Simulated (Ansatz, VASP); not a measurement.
## Two plane-wave programs on BP

```
B P
1.0
     0.00000    2.38812    2.26900
     2.26900    0.00000    2.26900
     2.26900    2.38812    0.00000
B P
1 1
Direct
  0.00000 0.00000 0.00000
  0.75000 0.75000 0.75000
```

Change from the starting cell: strain +0.0525 x Voigt [0, 1, 0, 0, 0, 0], atoms carried along.

Alike in both runs: task single point; functional r2SCAN; k mesh 10 × 10 × 10; occupations gaussian, width 0.05 eV; no spin polarisation.

|  | VASP | Ansatz |
| --- | --- | --- |
| version | VASP 6.6.1 | Ansatz 0.2.0 |
| potentials or method | VASP PAW PBE potentials, release 64 (B, P), cutoff 520 eV | scalar-relativistic, plane waves, PAW |
| valence electrons in the cell | 8 | 8 |

```tsv
	VASP	Ansatz	Ansatz less VASP
gap on the k mesh at the Fermi level (eV)	1.11	1.09	-0.029
least direct gap on the mesh (eV)	3.30	3.26	-0.039
pressure (GPa)	-8.5	-8.0	+0.45
traceless stress, the component that is largest in VASP (GPa)	-10.01	-9.97	+0.043
```

VASP's potentials were made for PBE, not for r2SCAN.
